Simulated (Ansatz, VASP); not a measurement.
## One calculation of Pb, two programs

```
CELL_PARAMETERS angstrom
0.00000 3.48426 3.48426
3.48426 0.00000 3.48426
3.48426 3.48426 0.00000
ATOMIC_POSITIONS crystal
Pb 0.25000 0.25000 0.25000
Pb 0.00000 0.00000 0.00000
```

Change from the starting cell: volume scaled by 1.04.

Alike in both runs: task single point; functional LDA; k mesh 7 × 7 × 7; occupations fermi-dirac, width 0.05 eV; no spin polarisation.

|  | VASP | Ansatz |
| --- | --- | --- |
| version | VASP 6.6.1 | Ansatz 0.2.0 |
| potentials or method | VASP PAW LDA potentials, release 64 (Pb_d), cutoff 520 eV | all-electron LAPW, scalar-relativistic |

```tsv
	VASP	Ansatz	Ansatz less VASP
gap on the k mesh at the Fermi level (eV)	none	none	-
pressure (GPa)	-1.8	-1.8	0.00
```

LDA's correlation is that of Perdew and Zunger in VASP and of Perdew and Wang (1992) in Ansatz. A gap of «none» marks a metal or a gap that the smearing closes. Ansatz ran all-electron here, and VASP with PAW potentials.

Spin-orbit coupling is off throughout.
